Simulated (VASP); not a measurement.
Wanted: the native input for a VASP 6.6.1 run.

- Task: single point
- Functional: PBE
- Potentials or basis: VASP PAW PBE potentials, release 64 (Cr_pv, Bi_d)
- Cutoff: 520 eV
- k mesh: 6 × 6 × 6
- Occupations: gaussian, width 0.1 eV
- Spin: collinear spin, ferromagnetic start
- Starting moments: [3.0, 0.0, 0.0] μB
- Dipole correction: no
- Further INCAR settings: ALGO = Normal; EDIFF = 1e-07; NBANDS = 32

The structure of CrBi2 lies in POSCAR:

```
CrBi2
1.0
    1.9347720990      1.1170411922      5.8435066786
   -1.9347720990      1.1170411922      5.8435066786
    0.0000000000     -2.2340823843      5.8435066786
Cr Bi
1 2
Direct
    0.0000000000      0.0000000000      0.0000000000
    0.7500000000      0.7500000000      0.7500000000
    0.2500000000      0.2500000000      0.2500000000
```

The input as run:

INCAR

```
ALGO = Normal ; EDIFF = 1E-7
ENCUT = 520 ; GGA = PE
ISIF = 2 ; ISMEAR = 0
ISPIN = 2 ; LASPH = T
LCHARG = F ; LMAXMIX = 4
LORBIT = 11 ; LREAL = F
LWAVE = F ; MAGMOM = 3 0 0
NBANDS = 32 ; NELM = 150
PREC = Accurate ; SIGMA = 0.1
```

KPOINTS

```
k-points
0
Gamma
  6 6 6
```

Potentials or basis: VASP PAW PBE potentials, release 64 (Cr_pv, Bi_d).

Command:

```sh
$ cat potpaw_PBE.64/Cr_pv/POTCAR potpaw_PBE.64/Bi_d/POTCAR > POTCAR
$ mpirun -np 1 vasp_std > vasp.out
```

It gave:

```yaml
Pressure: 8.2 GPa
Largest_force: 0.973 eV/Å
Net_moment: 2.44 μB per cell
Site_moments: Cr +2.55; Bi -0.10 μB
Valence_electrons_inside_the_program's_atomic_spheres: Cr 10.86; Bi 12.92
```

It took 5.7 min on 1 thread of Intel(R) Xeon(R) Platinum 8259CL CPU @ 2.50GHz (Skylake/Cascade Lake) (shared host), peak memory 0.47 GiB.
